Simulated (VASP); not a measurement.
A run of VASP 6.6.1 is set up as follows.

The input INCAR:

```
SYSTEM = Ru
ALGO = Normal
EDIFF = 1E-6
ENCUT = 520
ISIF = 2
ISMEAR = 1
LASPH = .TRUE.
LCHARG = .FALSE.
LREAL = .FALSE.
LWAVE = .FALSE.
NBANDS = 21
NELM = 60
PREC = Accurate
SIGMA = 0.1
```

File KPOINTS:

```
k-points
0
G
  14 14 8
  0 0 0
```

POSCAR

```
Ru
1.0
    2.7058000000      0.0000000000      0.0000000000
   -1.3529000000      2.3432915400      0.0000000000
    0.0000000000      0.0000000000      4.2819000000
Ru
2
Direct
    0.3333333333      0.6666666667      0.2500000000
    0.6666666667      0.3333333333      0.7500000000
```

Potentials or basis: VASP PAW LDA potentials, release 64 (Ru_pv).

Command:

```sh
$ cat potpaw_LDA.64/Ru_pv/POTCAR > POTCAR
$ mpirun -np 1 vasp_std > vasp.out
```

Problem. Estimate the band gap on the k mesh.

Solution. Zero (band 14 reaches 14.33 eV, above the bottom of band 15 at 11.18 eV).

Problem. What does it give for the pressure?

Solution. -11.4 GPa.

Stress tensor (GPa, compression positive):
```
-10.64   0.00   0.00
  0.00 -10.64   0.00
  0.00   0.00 -13.03
```
